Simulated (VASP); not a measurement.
A run of VASP 6.6.1:

The input INCAR:

```
  PREC = Accurate
  ENCUT = 520
  EDIFF = 1E-7
  ISMEAR = 0
  SIGMA = 0.05
  LREAL = False
  LASPH = True
  NELM = 100
  ALGO = Normal
  ISIF = 2
  LWAVE = False
  LCHARG = True
  LELF = True
  LVHAR = True
  NBANDS = 31
```

Contents of KPOINTS:

```
Automatic mesh
0
Gamma
  6 6 8
```

File POSCAR:

```
HfO2
1.0
    4.8607318592      0.0000000000      0.0000000000
    0.0000000000      4.8607318592      0.0000000000
    0.0000000000      0.0000000000      3.2336062489
Hf O
2 4
Direct
    0.0000000000      0.0000000000      0.0000000000
    0.5000000000      0.5000000000      0.5000000000
    0.1951075733      0.8048924267      0.5000000000
    0.3048924267      0.3048924267      0.0000000000
    0.6951075733      0.6951075733      0.0000000000
    0.8048924267      0.1951075733      0.5000000000
```

Potentials or basis: VASP PAW LDA potentials, release 64 (Hf_pv, O).

The run is started by

```bash
$ cat potpaw_LDA.64/Hf_pv/POTCAR potpaw_LDA.64/O/POTCAR > POTCAR
$ mpirun -np 1 vasp_std > vasp.out
```

Hardware: 1 thread of Intel Xeon 8259CL, with other jobs on the host.

Question: Estimate the wall time of this run.

Answer: It took 96 s on 1 thread of Intel Xeon 8259CL (shared host), peak memory 0.22 GiB. Counts: scf iterations 13, k points 50.
